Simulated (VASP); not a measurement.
# AlN (P6_3mc) in VASP: a series of runs

The runs below take AlN through single point, with r2SCAN.

Program: VASP 6.6.1. These are calculated values, not measurements. Logs are shortened: lines on timing, memory, paths and dates and some standing lists are left out, and cuts for length are marked.

## Step 1: The cell of the first run

The structure is hexagonal, space group P6_3mc (No. 186). Conventional cell: a = 2.967 Å, b = 2.967 Å, c = 4.755 Å, α = 90.00°, β = 90.00°, γ = 120.00°. Al (site symmetry 3m) has 4 N at 1.80 to 1.82 Å within 2.4 Å. N (site symmetry 3m) has 4 Al at 1.80 to 1.82 Å within 2.4 Å.

## Step 2: Single point, r2SCAN (equal strain along all axes, cell held: -4.5 %, then relaxed in part)

File POSCAR:

```
AlN
1.0
    2.9668956864      0.0000000000      0.0000000000
   -1.4834478432      2.5694070348      0.0000000000
    0.0000000000      0.0000000000      4.7545381020
Al N
2 2
Direct
    0.6666666667      0.3333333333      0.4988150274
    0.3333333333      0.6666666667      0.9988150274
    0.6666666667      0.3333333333      0.8811849726
    0.3333333333      0.6666666667      0.3811849726
```

File INCAR.step1:

```
PREC = Accurate
ENCUT = 520
ISMEAR = 0
SIGMA = 0.02
LREAL = False
LASPH = True
NELM = 80
NBANDS = 16
GGA = PE
ALGO = Normal
EDIFF = 1E-4
LWAVE = True
LCHARG = False
```

File INCAR.step2:

```
PREC = Accurate
ENCUT = 520
EDIFF = 1E-6
ISMEAR = 0
SIGMA = 0.02
LREAL = False
LASPH = True
NELM = 80
ALGO = Normal
ISIF = 2
LWAVE = False
LCHARG = False
METAGGA = R2SCAN
LMIXTAU = True
NBANDS = 16
ISTART = 1
```

File KPOINTS:

```
Automatic mesh
0
Gamma
  12 12 6
```

Potentials or basis: VASP PAW PBE potentials, release 64 (Al, N).

Run with:

```bash
$ cat potpaw_PBE.64/Al/POTCAR potpaw_PBE.64/N/POTCAR > POTCAR
$ cp INCAR.step1 INCAR
$ mpirun -np 1 vasp_std > vasp.out
$ cp INCAR.step2 INCAR
$ mpirun -np 1 vasp_std > vasp.out
```

OUTCAR:

```text
PREC = Accurate
   ENCUT = 520
   EDIFF = 1E-6
   ISMEAR = 0
   LREAL = False
   LASPH = True
   NELM = 80
   ISIF = 2
   METAGGA = R2SCAN
   ISTART = 1

 ion  position               nearest neighbor table
   1  0.667  0.333  0.499-   4 1.80   4 1.80   4 1.80   3 1.82   2 2.93   2 2.93   2 2.93   2 2.93
                             2 2.93   2 2.93
   2  0.333  0.667  0.999-   3 1.80   3 1.80   3 1.80   4 1.82   1 2.93   1 2.93   1 2.93   1 2.93
                             1 2.93   1 2.93
   3  0.667  0.333  0.881-   2 1.80   2 1.80   2 1.80   1 1.82
   4  0.333  0.667  0.381-   1 1.80   1 1.80   1 1.80   2 1.82

  LATTYP: Found a hexagonal cell.
 ALAT       =     2.9668956864
 C/A-ratio  =     1.6025295813

  Lattice vectors:

 A1 = (   2.9668956864,   0.0000000000,   0.0000000000)
 A2 = (  -1.4834478432,   2.5694070348,   0.0000000000)
 A3 = (   0.0000000000,   0.0000000000,   4.7545381020)

Analysis of symmetry for initial positions (statically):
=====================================================================
 Subroutine PRICEL returns:
 Original cell was already a primitive cell.

 Routine SETGRP: Setting up the symmetry group for a
 hexagonal supercell.

 Subroutine GETGRP returns: Found 12 space group operations
 (whereof  6 operations were pure point group operations)
 out of a pool of 24 trial point group operations.

The static configuration has the point symmetry C_3v.
 The point group associated with its full space group is C_6v.

Analysis of symmetry for dynamics (positions and initial velocities):
=====================================================================
 Subroutine PRICEL returns:
 Original cell was already a primitive cell.

 Routine SETGRP: Setting up the symmetry group for a
 hexagonal supercell.

 Subroutine GETGRP returns: Found 12 space group operations
 (whereof  6 operations were pure point group operations)
 out of a pool of 24 trial point group operations.

The dynamic configuration has the point symmetry C_3v.
 The point group associated with its full space group is C_6v.

 Subroutine INISYM returns: Found 12 space group operations
 (whereof  6 operations are pure point group operations),
 and found     1 'primitive' translations

----------------------------------------------------------------------------------------

                                     Primitive cell

  volume of cell :      36.2446

  direct lattice vectors                    reciprocal lattice vectors
     2.966895686  0.000000000  0.000000000     0.337052632  0.194597428  0.000000000
    -1.483447843  2.569407035  0.000000000     0.000000000  0.389194856  0.000000000
     0.000000000  0.000000000  4.754538102     0.000000000  0.000000000  0.210325373

  length of vectors
     2.966895686  2.966895686  4.754538102     0.389194856  0.389194856  0.210325373

  position of ions in fractional coordinates (direct lattice)
     0.666666667  0.333333333  0.498815027
     0.333333333  0.666666667  0.998815027
     0.666666667  0.333333333  0.881184973
     0.333333333  0.666666667  0.381184973

  ion indices of the primitive-cell ions
   primitive index   ion index
                 1           1
                 2           2
                 3           3
                 4           4

----------------------------------------------------------------------------------------

 KPOINTS: Automatic mesh

Automatic generation of k-mesh.
 Grid dimensions read from file:
 generate k-points for:   12   12    6

 Generating k-lattice:

  Cartesian coordinates                     Fractional coordinates (reciprocal lattice)
     0.028087719  0.016216452  0.000000000     0.083333333  0.000000000  0.000000000
     0.000000000  0.032432905  0.000000000     0.000000000  0.083333333  0.000000000
     0.000000000  0.000000000  0.035054229     0.000000000  0.000000000  0.166666667

  Length of vectors
     0.032432905  0.032432905  0.035054229

  Shift w.r.t. Gamma in fractional coordinates (k-lattice)
     0.000000000  0.000000000  0.000000000

 Subroutine IBZKPT returns following result:
 ===========================================

 Found     76 irreducible k-points:

 Following reciprocal coordinates:
            Coordinates               Weight
  0.000000  0.000000  0.000000      1.000000
  0.083333 -0.000000  0.000000      6.000000
  0.166667 -0.000000  0.000000      6.000000
  0.250000 -0.000000  0.000000      6.000000
  0.333333 -0.000000  0.000000      6.000000
  0.416667 -0.000000  0.000000      6.000000
[... 16 lines left out ...]
  0.250000 -0.000000  0.166667     12.000000
  0.333333 -0.000000  0.166667     12.000000
 [... further k-points ...]
   k-points           NKPTS =     76   k-points in BZ     NKDIM =     76   number of bands    NBANDS=     16
   number of dos      NEDOS =    301   number of ions     NIONS =      4
   total plane-waves  NPLWV =  20736
   dimension x,y,z NGX =    24 NGY =   24 NGZ =   36
   dimension x,y,z NGXF=    48 NGYF=   48 NGZF=   72
   ions per type =               2   2
   NGX,Y,Z   is equivalent  to a cutoff of  13.45, 13.45, 12.59 a.u.
   NGXF,Y,Z  is equivalent  to a cutoff of  26.90, 26.90, 25.18 a.u.
 SYSTEM =  unknown system
   PREC   = accura    normal or accurate (medium, high low for compatibility)
   ISTART =      1    job   : 0-new  1-cont  2-samecut
   ICHARG =      0    charge: 1-file 2-atom 10-const
   ISPIN  =      1    spin polarized calculation?
   LNONCOLLINEAR =      F non collinear calculations
   LSORBIT =      F    spin-orbit coupling
   LASPH  =      T    aspherical Exc in radial PAW
   ENCUT  =  520.0 eV  38.22 Ry    6.18 a.u.   5.52  5.52  8.84*2*pi/ulx,y,z
   NELM   =     80;   NELMIN=  2; NELMDL=  0     # of ELM steps
   EDIFF  = 0.1E-05   stopping-criterion for ELM
   LREAL  =      F    real-space projection
   EDIFFG = 0.1E-04   stopping-criterion for IOM
   NSW    =      0    number of steps for IOM
   IBRION =     -1    ionic relax: 0-MD 1-quasi-New 2-CG
   NFREE  =      0    steps in history (QN), initial steepest desc. (CG)
   ISIF   =      2    stress and relaxation
   ISYM   =      2    0-nonsym 1-usesym 2-fastsym
   POTIM  = 0.5000    time-step for ionic-motion
   TEBEG  =    0.0;   TEEND  =   0.0 temperature during run
   PSTRESS=    0.0 pullay stress
   NELECT =      16.0000    total number of electrons
   NUPDOWN=      -1.0000    fix difference up-down
   EMIN   =  10.00;   EMAX   =-10.00  energy-range for DOS
   EFERMI =   0.00;   METHOD = LEGACY
   ISMEAR =     0;   SIGMA  =   0.02  broadening in eV -4-tet -1-fermi 0-gaus
   EFERMI_NEDOS =   21; number of points for ismear=-14 and -15
   IALGO  =     38    algorithm
   IMIX   =      4    mixing-type and parameters
     AMIX     =   0.40;   BMIX     =  1.00
     AMIX_MAG =   1.60;   BMIX_MAG =  1.00
  volume/ion in A,a.u.               =       9.06        61.15
  Fermi-wavevector in a.u.,A,eV,Ry     =   1.246523  2.355587 21.141001  1.553820
  Thomas-Fermi vector in A             =   2.380697
   LORBIT       =      0    0 simple, 1 ext, 2 COOP (PROOUT), +10 PAW based schemes
   METAGGA = R2SCAN    functional components
   LHFCALC =     F    Hartree Fock is set to
   AEXX    =    0.0000 exact exchange contribution
   IVDW    =     0    specifies the selected vdW correction
   LEPSILON=     F    determine dielectric tensor
   LRPA    =     F    only Hartree local field effects (RPA)
 non-spin polarized calculation
 Gauss-broadening in eV      SIGMA  =   0.02
  energy-cutoff  :      520.00
  volume of cell :       36.24
 maximum number of plane-waves:       999
 NGX is ok and might be reduce to    24
   NGX = 11   NGY = 11   NGZ = 17

 number of electron      16.0000005 magnetization

 Free energy of the ion-electron system (eV)
  ---------------------------------------------------
  ext. energy  EPLUGINS =         0.00000000
  ---------------------------------------------------
  free energy    TOTEN  =       -37.89060018 eV

  energy without entropy =      -37.89060018  energy(sigma->0) =      -37.89060018

 E-fermi :   7.4367     XC(G=0): -12.0625

 val. band max:        7.3279654247   @ k =   0.0000   0.0000   0.0000
 cond. band min:      13.0966773157   @ k =   0.3333   0.3333   0.0000
 fundamental gap:      5.7687118911
 Fermi energy:         7.4367314983

 k-point     1 :       0.0000    0.0000    0.0000
  band No.  band energies     occupation
      1      -9.5486      2.00000
      2      -6.9707      2.00000
      3       0.5841      2.00000
      4       6.3635      2.00000
      5       6.3635      2.00000
      6       7.0492      2.00000
[... 8 lines left out ...]
     15      22.8626      0.00000
     16      22.8626      0.00000

 k-point     2 :       0.0833   -0.0000    0.0000
  band No.  band energies     occupation
      1      -9.4438      2.00000
      2      -6.9102      2.00000
      3       0.7038      2.00000
      4       5.9211      2.00000
      5       6.2286      2.00000
      6       6.6531      2.00000
[... 8 lines left out ...]
     15      22.8579      0.00000
     16      22.8905      0.00000

 k-point     3 :       0.1667   -0.0000    0.0000
  band No.  band energies     occupation
      1      -9.1381      2.00000
      2      -6.7449      2.00000
      3       1.0565      2.00000
      4       4.8251      2.00000
      5       5.7460      2.00000
      6       5.9174      2.00000
[... 8 lines left out ...]
     15      22.0488      0.00000
     16      22.2244      0.00000

 k-point     4 :       0.2500   -0.0000    0.0000
  band No.  band energies     occupation
      1      -8.6603      2.00000
      2      -6.5250      2.00000
      3       1.6199      2.00000
      4       3.5205      2.00000
      5       4.6889      2.00000
      6       5.5648      2.00000
[... 8 lines left out ...]
     15      22.0637      0.00000
     16      22.8861      0.00000
[... 324 lines left out ...]
 k-point    22 :       0.1667   -0.0000    0.1667
  band No.  band energies     occupation
      1      -9.0181      2.00000
      2      -6.9725      2.00000
      3       1.4195      2.00000
      4       4.9057      2.00000
      5       5.4950      2.00000
      6       5.9806      2.00000
[... 8 lines left out ...]
     15      22.2601      0.00000
     16      22.3840      0.00000

 k-point    23 :       0.2500   -0.0000    0.1667
  band No.  band energies     occupation
      1      -8.5484      2.00000
      2      -6.7157      2.00000
      3       1.8127      2.00000
      4       3.7079      2.00000
      5       4.4733      2.00000
      6       5.6389      2.00000
[... 8 lines left out ...]
     15      22.2814      0.00000
     16      22.9831      0.00000

 k-point    24 :       0.3333   -0.0000    0.1667
  band No.  band energies     occupation
      1      -7.9719      2.00000
      2      -6.4798      2.00000
      3       1.8562      2.00000
      4       2.9918      2.00000
      5       3.6406      2.00000
      6       5.3417      2.00000
[... 8 lines left out ...]
     15      22.4921      0.00000
     16      24.2235      0.00000

 [... further k-points ...]
[... 5 lines left out ...]
  --------------------------------------------------------------------------------------
  -------------------------------------------------------------------------------------
  Total        8.8367956      8.8367956      7.9706068      0.0000000      0.0000000     -0.0000000
  in kB      390.6266528    390.6266528    352.3371615      0.0000000      0.0000000     -0.0000000
  external PRESSURE =     377.8634890 kB  Pullay stress =       0.0000000 kB

 VOLUME and BASIS-vectors are now :
 -----------------------------------------------------------------------------
  energy-cutoff  :      520.00
  volume of cell :       36.24
      direct lattice vectors                 reciprocal lattice vectors
     2.966895686  0.000000000  0.000000000     0.337052632  0.194597428  0.000000000
    -1.483447843  2.569407035  0.000000000     0.000000000  0.389194856  0.000000000
     0.000000000  0.000000000  4.754538102     0.000000000  0.000000000  0.210325373

 POSITION                                       TOTAL-FORCE (eV/Angst)
 -----------------------------------------------------------------------------------
      1.48345      0.85647      2.37164         0.000000      0.000000     -0.001601
     -0.00000      1.71294      4.74890        -0.000000     -0.000000     -0.001601
      1.48345      0.85647      4.18963         0.000000     -0.000000      0.001601
     -0.00000      1.71294      1.81236         0.000000     -0.000000      0.001601
 -----------------------------------------------------------------------------------
    total drift:                               -0.000000     -0.000000     -0.032679

  FREE ENERGIE OF THE ION-ELECTRON SYSTEM (eV)
  ---------------------------------------------------
  free  energy   TOTEN  =       -37.8906001815 eV

  energy  without entropy=      -37.8906001815  energy(sigma->0) =      -37.89060018
```

It took 2.4 min on 1 thread of Intel Xeon Platinum 8488C (Sapphire Rapids), shared host; peak memory 0.17 GiB.

What came out:

* Free energy: -37.8906 eV
* Pressure: 37.8 GPa
* Band gap on the k mesh: 5.77 eV, indirect (least direct gap 6.25 eV)

Caveat: the cell differs from its parent crystal (equal strain along all axes, cell held: -4.5 %, then relaxed in part); the PAW data sets were made with another functional, which shifts forces and pressure a little. A k mesh can miss the band edges.

## Step 3: Single point, r2SCAN (equal strain along all axes, cell held: -3.0 %, then relaxed in part)

File POSCAR:

```
AlN
1.0
    3.0134961422      0.0000000000      0.0000000000
   -1.5067480711      2.6097642134      0.0000000000
    0.0000000000      0.0000000000      4.8292167109
Al N
2 2
Direct
    0.6666666667      0.3333333333      0.4989319757
    0.3333333333      0.6666666667      0.9989319757
    0.6666666667      0.3333333333      0.8810680243
    0.3333333333      0.6666666667      0.3810680243
```

File INCAR.step1:

```
SYSTEM = AlN
PREC = Accurate ; ENCUT = 520
ISMEAR = 0 ; SIGMA = 0.02
LREAL = .False. ; LASPH = .True.
NELM = 100 ; NBANDS = 16
GGA = PE ; ALGO = Normal
EDIFF = 1E-4 ; LWAVE = .True.
LCHARG = .False.
```

File INCAR.step2:

```
SYSTEM = AlN
PREC = Accurate ; ENCUT = 520
EDIFF = 1E-7 ; ISMEAR = 0
SIGMA = 0.02 ; LREAL = .False.
LASPH = .True. ; NELM = 100
ALGO = Normal ; ISIF = 2
LWAVE = .False. ; LCHARG = .True.
METAGGA = R2SCAN ; LMIXTAU = .True.
LELF = .True. ; LVHAR = .True.
NBANDS = 16 ; ISTART = 1
```

File KPOINTS:

```
Automatic mesh
0
Gamma
  12 12 6
  0 0 0
```

Potentials or basis: VASP PAW PBE potentials, release 64 (Al, N).

Run with:

```bash
$ cat potpaw_PBE.64/Al/POTCAR potpaw_PBE.64/N/POTCAR > POTCAR
$ cp INCAR.step1 INCAR
$ mpirun -np 1 vasp_std > vasp.out
$ cp INCAR.step2 INCAR
$ mpirun -np 1 vasp_std > vasp.out
```

Wall time 2.8 min (1 thread of Intel Xeon Platinum 8488C (Sapphire Rapids), shared host); peak memory 0.18 GiB.

Results (log left out):

| Property | Result |
| --- | --- |
| Free energy | -38.2177 eV |
| Pressure | 22.7 GPa |
| Band gap on the k mesh | 5.74 eV, indirect (least direct gap 5.78 eV) |

Stress tensor (GPa, compression positive):
```
23.42  0.00  0.00
 0.00 23.42  0.00
 0.00  0.00 21.19
```

Levels at points of the mesh, in eV from the valence-band top:
```tsv
k point	band 6	band 7	band 8	band 9	band 10	band 11
(0.00, 0.00, 0.00)	-0.26	-0.26	0.00	5.78	8.39	12.43
(0.50, 0.00, 0.00)	-2.27	-1.90	-0.74	6.66	6.91	9.89
(0.00, 0.00, 0.50)	-0.61	-0.61	-0.61	8.12	8.12	12.12
(0.50, 0.00, 0.50)	-1.59	-1.48	-1.48	6.33	6.33	10.73
```

Caveat: the cell differs from its parent crystal (equal strain along all axes, cell held: -3.0 %, then relaxed in part); the PAW data sets were made with another functional, which shifts forces and pressure a little. A k mesh can miss the band edges.

## Step 4: Single point, r2SCAN (equal strain along all axes, cell held: -1.5 %, then relaxed in part)

File POSCAR:

```
AlN
1.0
    3.0600965980      0.0000000000      0.0000000000
   -1.5300482990      2.6501213919      0.0000000000
    0.0000000000      0.0000000000      4.9038953198
Al N
2 2
Direct
    0.6666666667      0.3333333333      0.4990581354
    0.3333333333      0.6666666667      0.9990581354
    0.6666666667      0.3333333333      0.8809418646
    0.3333333333      0.6666666667      0.3809418646
```

File INCAR.step1:

```
PREC     = Accurate       # precision mode
ENCUT    = 520            # plane-wave cutoff, eV
ISMEAR   = 0              # smearing method
SIGMA    = 0.02           # smearing width, eV
LREAL    = False          # projectors in reciprocal space
LASPH    = True           # aspherical terms in the spheres
NELM     = 100            # most SCF steps
NBANDS   = 16             # bands
GGA      = PE             # functional
ALGO     = Normal         # electronic algorithm
EDIFF    = 1E-4           # SCF threshold, eV
LWAVE    = True           # write WAVECAR
LCHARG   = False          # write CHGCAR
```

File INCAR.step2:

```
PREC     = Accurate       # precision mode
ENCUT    = 520            # plane-wave cutoff, eV
EDIFF    = 1E-7           # SCF threshold, eV
ISMEAR   = 0              # smearing method
SIGMA    = 0.02           # smearing width, eV
LREAL    = False          # projectors in reciprocal space
LASPH    = True           # aspherical terms in the spheres
NELM     = 100            # most SCF steps
ALGO     = Normal         # electronic algorithm
ISIF     = 2              # what is computed and relaxed
LWAVE    = False          # write WAVECAR
LCHARG   = False          # write CHGCAR
METAGGA  = R2SCAN         # meta-GGA
LMIXTAU  = True         
NBANDS   = 16             # bands
ISTART   = 1
```

File KPOINTS:

```
Automatic mesh
0
Gamma
  12 12 6
```

Run with:

```bash
$ cat potpaw_PBE.64/Al/POTCAR potpaw_PBE.64/N/POTCAR > POTCAR
$ cp INCAR.step1 INCAR
$ mpirun -np 1 vasp_std > vasp.out
$ cp INCAR.step2 INCAR
$ mpirun -np 1 vasp_std > vasp.out
```

It took 2.4 min on 1 thread of Intel Xeon Platinum 8488C (Sapphire Rapids), shared host; peak memory 0.18 GiB.

It converged, with:

```yaml
Free_energy: -38.4008 eV
Pressure: 10.1 GPa
Band_gap_on_the_k_mesh: 5.34 eV, direct
```

Stress tensor (GPa, compression positive):
```
10.40  0.00  0.00
 0.00 10.40  0.00
 0.00  0.00  9.44
```

Levels at points of the mesh, in eV from the valence-band top:
```
           k point  band 5  band 6  band 7  band 8  band 9  band 10  band 11  band 12
(0.00, 0.00, 0.00)   -0.91   -0.24   -0.24    0.00    5.34     7.96    12.01    12.38
(0.50, 0.00, 0.00)   -3.50   -2.20   -1.84   -0.73    6.55     6.73     9.47    11.60
(0.00, 0.00, 0.50)   -0.59   -0.59   -0.59   -0.59    7.68     7.68    11.71    11.71
(0.50, 0.00, 0.50)   -1.54   -1.54   -1.44   -1.44    6.16     6.16    10.44    10.44
```

Caveat: the cell differs from its parent crystal (equal strain along all axes, cell held: -1.5 %, then relaxed in part); the PAW data sets were made with another functional, which shifts forces and pressure a little. A k mesh can miss the band edges.

(Part 1 of 2 ends here.)
